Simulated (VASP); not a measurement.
# TePb: single point with r2SCAN

Crystal: TePb.

```
Pb Te
1.0
    -0.09134    3.26784    3.26784
     3.26784   -0.09134    3.26784
     3.17650    3.17650    0.00000
Pb Te
1 1
Direct
  0.00000 0.00000 0.00000
  0.50000 0.50000 0.50000
```

This cell differs from its parent crystal: shear xy strain -5.6%.

```json
{"Program": "VASP 6.6.1", "Task": "single point", "Functional": "r2SCAN", "Potentials or basis": "VASP PAW PBE potentials, release 64 (Pb_d, Te)", "Cutoff": "520 eV", "k mesh": "8 × 8 × 8", "Occupations": "gaussian, width 0.01 eV", "Spin": "no spin polarisation", "Dipole correction": "no", "Further INCAR settings": "ALGO = Normal; EDIFF = 1e-06; NBANDS = 17"}
```

```json
{
  "Pressure": "0.0 GPa",
  "Band gap on the k mesh": "0.77 eV (least direct gap 1.01 eV)"
}
```

Stress tensor (GPa, compression positive):
```
 0.00  0.86  0.00
 0.86  0.00  0.00
 0.00  0.00 -0.06
```

Levels at points of the mesh, in eV from the valence-band top:
```csv
k point,band 8,band 9,band 10,band 11,band 12,band 13
"(0.00, 0.00, 0.00)",-1.71,-1.49,-1.23,4.12,4.18,4.31
"(0.50, 0.00, 0.00)",-1.02,-0.86,0.00,1.05,1.49,1.59
"(0.50, 0.50, 0.00)",-4.54,-3.14,-2.60,3.65,5.49,5.71
"(0.00, 0.00, 0.50)",-1.16,-1.06,-0.24,0.77,1.21,1.38
"(0.50, 0.00, 0.50)",-4.53,-2.88,-2.88,3.62,5.47,5.59
```

Wall time 16 min on 1 thread of AMD EPYC 7R13 (shared host), peak memory 0.27 GiB.

Caveat: the cell differs from its parent crystal (shear xy strain -5.6%); the structure was generated, so it needn't be the stable form of TePb; the PAW data sets were made with another functional, which shifts forces and pressure a little; spin-orbit coupling is left out, which moves the levels of the heavy elements. A k mesh can miss the band edges.
